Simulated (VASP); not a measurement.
# KNbO3 (Pm-3m) in VASP: notebook, part 2 of 2

VASP 6.6.1. Earlier steps stand in the parts before.

**4. Single point, PBEsol+U**

File INCAR:

```
SYSTEM = KNbO3
PREC = Accurate
ENCUT = 600
EDIFF = 1E-6
ISMEAR = 0
SIGMA = 0.01
LREAL = .False.
LASPH = .True.
NELM = 200
ALGO = Normal
ISIF = 2
LWAVE = .False.
LCHARG = .True.
LMAXMIX = 4
LDAU = .True.
LDAUTYPE = 2
LDAUL = -1 2 -1
LDAUU = 0 5 0
LDAUJ = 0 0 0
LDAUPRINT = 1
GGA = PS
LELF = .True.
LVHAR = .True.
NBANDS = 28
GGA_COMPAT = .False.
```

File KPOINTS:

```
Automatic mesh
0
Gamma
  6 6 6
  0 0 0
```

File POSCAR:

```
KNbO3
1.0
    4.0291830000      0.0000000000      0.0000000000
    0.0000000000      4.0291830000      0.0000000000
    0.0000000000      0.0000000000      4.0291830000
K Nb O
1 1 3
Direct
    0.0000000000      0.0000000000      0.0000000000
    0.5000000000      0.5000000000      0.5000000000
    0.0000000000      0.5000000000      0.5000000000
    0.5000000000      0.0000000000      0.5000000000
    0.5000000000      0.5000000000      0.0000000000
```

Potentials or basis: VASP PAW PBE potentials, release 64 (K_sv, Nb_sv, O).

On the command line:

```sh
$ cat potpaw_PBE.64/K_sv/POTCAR potpaw_PBE.64/Nb_sv/POTCAR potpaw_PBE.64/O/POTCAR > POTCAR
$ mpirun -np 1 vasp_std > vasp.out
```

OUTCAR:

```text
SYSTEM = KNbO3
   PREC = Accurate
   ENCUT = 600
   EDIFF = 1E-6
   ISMEAR = 0
   LREAL = .False.
   LASPH = .True.
   NELM = 200
   ISIF = 2
   GGA = PS

 ion  position               nearest neighbor table
   1  0.000  0.000  0.000-   3 2.85   4 2.85   5 2.85   3 2.85   4 2.85   3 2.85   5 2.85   3 2.85
                             4 2.85   5 2.85   4 2.85   5 2.85
   2  0.500  0.500  0.500-   3 2.01   4 2.01   5 2.01   5 2.01   4 2.01   3 2.01
   3  0.000  0.500  0.500-   2 2.01   2 2.01   1 2.85   1 2.85   1 2.85   1 2.85
   4  0.500  0.000  0.500-   2 2.01   2 2.01   1 2.85   1 2.85   1 2.85   1 2.85
   5  0.500  0.500  0.000-   2 2.01   2 2.01   1 2.85   1 2.85   1 2.85   1 2.85

  LATTYP: Found a simple cubic cell.
 ALAT       =     4.0291830000

  Lattice vectors:

 A1 = (   4.0291830000,   0.0000000000,   0.0000000000)
 A2 = (   0.0000000000,   4.0291830000,   0.0000000000)
 A3 = (   0.0000000000,   0.0000000000,   4.0291830000)

Analysis of symmetry for initial positions (statically):
=====================================================================
 Subroutine PRICEL returns:
 Original cell was already a primitive cell.

 Routine SETGRP: Setting up the symmetry group for a
 simple cubic supercell.

 Subroutine GETGRP returns: Found 48 space group operations
 (whereof 48 operations were pure point group operations)
 out of a pool of 48 trial point group operations.

The static configuration has the point symmetry O_h .
[... 181 lines left out ...]
  o =  0.1207  v =  0.0000  0.0000  0.0000  0.0000  0.0000  1.0000  0.0000  0.0000  0.0000  0.0000      0.0000  0.0000  0.0000  0.0000  0.0000  0.0000  0.0000  0.0000  0.0000  0.0000
  o =  0.1207  v =  0.0000  0.2894 -0.0000 -0.9572 -0.0000  0.0000  0.0000  0.0000  0.0000  0.0000      0.0000  0.0000  0.0000  0.0000  0.0000  0.0000  0.0000  0.0000  0.0000  0.0000
  o =  0.1207  v =  0.0000  0.0000  0.0000  0.0000  0.0000  0.0000  0.2894 -0.0000 -0.9572 -0.0000      0.0000  0.0000  0.0000  0.0000  0.0000  0.0000  0.0000  0.0000  0.0000  0.0000
  o =  0.2216  v =  0.0000  0.0000  0.0000  0.0000  0.0000  0.0000  0.0000  1.0000  0.0000 -0.0089      0.0000  0.0000  0.0000  0.0000  0.0000  0.0000  0.0000  0.0000  0.0000  0.0000
  o =  0.2216  v =  0.0000  0.0000  1.0000  0.0000 -0.0089  0.0000  0.0000  0.0000  0.0000  0.0000      0.0000  0.0000  0.0000  0.0000  0.0000  0.0000  0.0000  0.0000  0.0000  0.0000
  o =  0.2216  v =  0.0000  0.0000  0.0089 -0.0000  1.0000  0.0000  0.0000  0.0000  0.0000  0.0000      0.0000  0.0000  0.0000  0.0000  0.0000  0.0000  0.0000  0.0000  0.0000  0.0000
  o =  0.2216  v =  0.0000  0.0000  0.0000  0.0000  0.0000  0.0000  0.0000  0.0089 -0.0000  1.0000      0.0000  0.0000  0.0000  0.0000  0.0000  0.0000  0.0000  0.0000  0.0000  0.0000

 number of electron      40.0000011 magnetization

 Free energy of the ion-electron system (eV)
  ---------------------------------------------------
  ext. energy  EPLUGINS =         0.00000000
  ---------------------------------------------------
  free energy    TOTEN  =       -37.04409876 eV

  energy without entropy =      -37.04409876  energy(sigma->0) =      -37.04409876

 E-fermi :   3.2805     XC(G=0): -10.9662

 val. band max:        3.2066118555   @ k =   0.5000   0.5000   0.5000
 cond. band min:       5.2247292627   @ k =   0.0000   0.0000   0.0000
 fundamental gap:      2.0181174072
 Fermi energy:         3.2804742742

 k-point     1 :       0.0000    0.0000    0.0000
  band No.  band energies     occupation
      1     -52.8139      2.00000
      2     -28.8143      2.00000
      3     -28.8143      2.00000
      4     -28.8143      2.00000
      5     -23.9638      2.00000
      6     -13.9345      2.00000
[... 609 lines left out ...]
     27      13.5237      0.00000
     28      14.0615      0.00000

------------------------ aborting loop because EDIFF is reached ----------------------------------------

  FORCE on cell =-STRESS in cart. coord.  units (eV):
  Direction    XX          YY          ZZ          XY          YZ          ZX
  --------------------------------------------------------------------------------------
  -------------------------------------------------------------------------------------
  Total       -1.0335721     -1.0335721     -1.0335721     -0.0000000      0.0000000     -0.0000000
  in kB      -25.3163090    -25.3163090    -25.3163090     -0.0000000      0.0000000     -0.0000000
  external PRESSURE =     -25.3163090 kB  Pullay stress =       0.0000000 kB

 VOLUME and BASIS-vectors are now :
 -----------------------------------------------------------------------------
  energy-cutoff  :      600.00
  volume of cell :       65.41
      direct lattice vectors                 reciprocal lattice vectors
     4.029183000  0.000000000  0.000000000     0.248189273  0.000000000  0.000000000
     0.000000000  4.029183000  0.000000000     0.000000000  0.248189273  0.000000000
     0.000000000  0.000000000  4.029183000     0.000000000  0.000000000  0.248189273

 POSITION                                       TOTAL-FORCE (eV/Angst)
 -----------------------------------------------------------------------------------
      0.00000      0.00000      0.00000         0.000000      0.000000      0.000000
      2.01459      2.01459      2.01459         0.000000      0.000000      0.000000
      0.00000      2.01459      2.01459         0.000000      0.000000      0.000000
      2.01459      0.00000      2.01459         0.000000      0.000000      0.000000
      2.01459      2.01459      0.00000         0.000000      0.000000      0.000000
 -----------------------------------------------------------------------------------
    total drift:                                0.000000     -0.000000     -0.000000

  FREE ENERGIE OF THE ION-ELECTRON SYSTEM (eV)
  ---------------------------------------------------
  free  energy   TOTEN  =       -37.0440987600 eV

  energy  without entropy=      -37.0440987600  energy(sigma->0) =      -37.04409876
```

stdout:

```text
POSCAR found type information on POSCAR K NbO
 POSCAR found :  3 types and       5 ions
 scaLAPACK will be used
 -----------------------------------------------------------------------------
|                                                                             |
|                                                                             |
|     You enforced a specific xc type in the INCAR file but a different       |
|     I HOPE YOU KNOW WHAT YOU ARE DOING!                                     |
|                                                                             |
 -----------------------------------------------------------------------------

 LDA part: xc-table for (Slater+PW92), standard interpolation
 POSCAR, INCAR and KPOINTS ok, starting setup
 FFT: planning ... GRIDC
 FFT: planning ... GRID_SOFT
 FFT: planning ... GRID
 WAVECAR not read
 entering main loop
```

Wall time 46 s (1 thread of Intel Xeon 6975P-C, shared host); peak memory 0.2 GiB.

Results:

```
Free energy            : -37.0441 eV
Pressure               : -2.5 GPa
Band gap on the k mesh : 2.02 eV, indirect (least direct gap 2.76 eV)
```

Eigenvalues of the final occupation matrices:
| site | spin | trace | eigenvalues |
| --- | --- | --- | --- |
| site 2 d | 1 | 0.81 | 0.12 0.12 0.12 0.22 0.22 |
| site 2 d | 2 | 0.81 | 0.12 0.12 0.12 0.22 0.22 |

Caveat: the PAW data sets were made with another functional, which shifts forces and pressure a little. A k mesh can miss the band edges.

**5. Single point, PBEsol+U**

File INCAR:

```
SYSTEM = KNbO3
  ALGO = Normal
  EDIFF = 1E-6
  ENCUT = 600
  GGA = PS
  GGA_COMPAT = .False.
  ISIF = 2
  ISMEAR = 0
  LASPH = .True.
  LCHARG = .False.
  LDAU = .True.
  LDAUJ = 0 0 0
  LDAUL = -1 2 -1
  LDAUPRINT = 1
  LDAUTYPE = 2
  LDAUU = 0 7 0
  LMAXMIX = 4
  LREAL = .False.
  LWAVE = .False.
  NBANDS = 28
  NELM = 200
  PREC = Accurate
  SIGMA = 0.01
```

File KPOINTS:

```
k-points
0
Gamma
  6 6 6
  0 0 0
```

POSCAR is that of step 4.

On the command line:

```sh
$ cat potpaw_PBE.64/K_sv/POTCAR potpaw_PBE.64/Nb_sv/POTCAR potpaw_PBE.64/O/POTCAR > POTCAR
$ mpirun -np 1 vasp_std > vasp.out
```

It took 50 s on 1 thread of Intel Xeon 6975P-C, shared host; peak memory 0.2 GiB.

It converged, with:

```
Free energy            : -35.7625 eV
Pressure               : -1.2 GPa
Band gap on the k mesh : 2.26 eV, indirect (least direct gap 3.04 eV)
```

Levels at points of the mesh, in eV from the valence-band top:
| k point | band 16 | band 17 | band 18 | band 19 | band 20 | band 21 | band 22 | band 23 | band 24 | band 25 |
| --- | --- | --- | --- | --- | --- | --- | --- | --- | --- | --- |
| (0.00, 0.00, 0.00) | -1.08 | -1.08 | -0.77 | -0.77 | -0.77 | 2.26 | 2.26 | 2.26 | 5.66 | 5.66 |
| (0.50, 0.00, 0.00) | -2.38 | -2.17 | -1.53 | -0.98 | -0.98 | 2.41 | 4.78 | 4.78 | 5.68 | 7.85 |
| (0.50, 0.50, 0.00) | -2.64 | -1.82 | -1.47 | -1.47 | -0.04 | 4.81 | 4.81 | 5.92 | 6.74 | 9.74 |
| (0.50, 0.50, 0.50) | -3.71 | -3.71 | 0.00 | 0.00 | 0.00 | 6.03 | 6.03 | 6.03 | 8.56 | 8.56 |

Eigenvalues of the final occupation matrices:
| site | spin | trace | eigenvalues |
| --- | --- | --- | --- |
| site 2 d | 1 | 0.74 | 0.11 0.11 0.11 0.21 0.21 |
| site 2 d | 2 | 0.74 | 0.11 0.11 0.11 0.21 0.21 |

Caveat: the PAW data sets were made with another functional, which shifts forces and pressure a little. A k mesh can miss the band edges.

**6. The runs side by side**

| U | gap on the mesh (eV) | pressure (GPa) |
| --- | --- | --- |
| Nb d U = 1.0 eV | 1.56 | -5.2 |
| Nb d U = 3.0 eV | 1.78 | -3.9 |
| Nb d U = 5.0 eV | 2.02 | -2.5 |
| Nb d U = 7.0 eV | 2.26 | -1.2 |

Alike in all rows: task single point; level PBEsol+U; potentials or basis VASP PAW PBE potentials, release 64 (K_sv, Nb_sv, O); no spin polarisation; cell as given; k mesh 6 × 6 × 6; cutoff (eV) 600; smearing gaussian 0.01 eV.

On the cell as given the gap runs from 1.56 eV (PBEsol+U) to 2.26 eV (PBEsol+U).

Caveats: the PAW data sets were made with another functional, which shifts forces and pressure a little.

Total energies depend on the potentials used, so only differences within one code and one set of settings carry meaning.
